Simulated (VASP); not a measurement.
The system is Au.

```
CELL_PARAMETERS angstrom
0.00000 2.05010 2.05010
2.05010 0.00000 2.05010
2.05010 2.05010 0.00000
ATOMIC_POSITIONS crystal
Au 0.00000 0.00000 0.00000
```

Base run:

| Item | Value |
| --- | --- |
| Program | VASP 6.6.1 |
| Functional | r2SCAN |
| Dispersion | rVV10 |
| Potentials or basis | VASP PAW PBE potentials, release 64 (Au_sv_GW) |
| Cutoff | 550 eV |
| k mesh | 18 × 18 × 18 |
| Occupations | gaussian, width 0.1 eV |
| Spin | no spin polarisation |

Its results: pressure 0.0 GPa.

**Question.** The run is repeated on the same cell with these changes: potentials or basis from VASP PAW PBE potentials, release 64 (Au_sv_GW) to VASP PAW PBE potentials, release 64 (Au); cutoff from 550 eV to 520 eV; further incar settings from ALGO = Normal; EDIFF = 1e-06; NBANDS = 16 to ALGO = Normal; EDIFF = 1e-07; NBANDS = 12; valence electrons from 19 to 11. What comes out?

**Answer.** Pressure 1.3 GPa.

Caveats: the PAW data sets were made with another functional, which shifts forces and pressure a little.
